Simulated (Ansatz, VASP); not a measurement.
## Two plane-wave programs on BiSe4

File INCAR:

```
SYSTEM = BiSe4
PREC = Accurate
ENCUT = 520
EDIFF = 1E-6
ISMEAR = 0
SIGMA = 0.1
LREAL = .FALSE.
LASPH = .TRUE.
NELM = 60
ALGO = Normal
ISIF = 2
LWAVE = .FALSE.
LCHARG = .TRUE.
GGA = PE
LELF = .TRUE.
LVHAR = .TRUE.
NBANDS = 28
```

File KPOINTS:

```
Automatic mesh
0
G
  4 4 4
  0 0 0
```

Contents of POSCAR:

```
BiSe4
1.0
    5.6126582200      0.0000000000      0.0000000000
    0.0000000000      5.6126582200      0.0000000000
    0.0000000000      0.0000000000      5.6126582200
Bi Se
1 4
Direct
    0.0000000000      0.0000000000      0.0000000000
    0.2437810800      0.7562189200      0.7562189200
    0.7562189200      0.2437810800      0.7562189200
    0.7562189200      0.7562189200      0.2437810800
    0.2437810800      0.2437810800      0.2437810800
```

Input for Ansatz:

```yaml
crystal:
  lattice:
    - [5.61265822, 0.0, 0.0]
    - [0.0, 5.61265822, 0.0]
    - [0.0, 0.0, 5.61265822]
  atoms:
    - { symbol: Bi, position: [0.0, 0.0, 0.0] }
    - { symbol: Se, position: [0.24378108, 0.75621892, 0.75621892] }
    - { symbol: Se, position: [0.75621892, 0.24378108, 0.75621892] }
    - { symbol: Se, position: [0.75621892, 0.75621892, 0.24378108] }
    - { symbol: Se, position: [0.24378108, 0.24378108, 0.24378108] }
basis:
  ecutwfc: 420
kpoints:
  mp_grid: { grid: [4, 4, 4] }
hamiltonian:
  xc: pbe
scf:
  occupations: { method: gaussian, width: 0.1 }
  lower_state_search: "off"
output:
  forces: true
  stress: true
  eigenvalues: true
```

Change from the starting cell: species swapped into the SnI4 type (P-43m, No. 215).

Alike in both runs: task single point; functional PBE; k mesh 4 × 4 × 4; occupations gaussian, width 0.1 eV; no spin polarisation.

```csv
,VASP,Ansatz
version,VASP 6.6.1,Ansatz 0.2.0
potentials or method,"VASP PAW PBE potentials, release 64 (Bi_d, Se), cutoff 520 eV","scalar-relativistic, plane waves, PAW"
valence electrons in the cell,39,79
```

|  | VASP | Ansatz | Ansatz less VASP |
| --- | --- | --- | --- |
| gap on the k mesh at the Fermi level (eV) | none | none | - |
| pressure (GPa) | 8.6 | 8.6 | -0.03 |
| rms of the force components (eV/Å) | 1.999 | 1.991 | -0.0084 |

Atom by atom the forces differ by 0.008 eV/Å (rms over components). A gap of «none» marks a metal or a gap that the smearing closes. VASP's potentials hold 39 valence electrons a cell and Ansatz's 79, so a difference there can come from the potentials and not from the codes.

Neither program's run includes spin-orbit coupling.
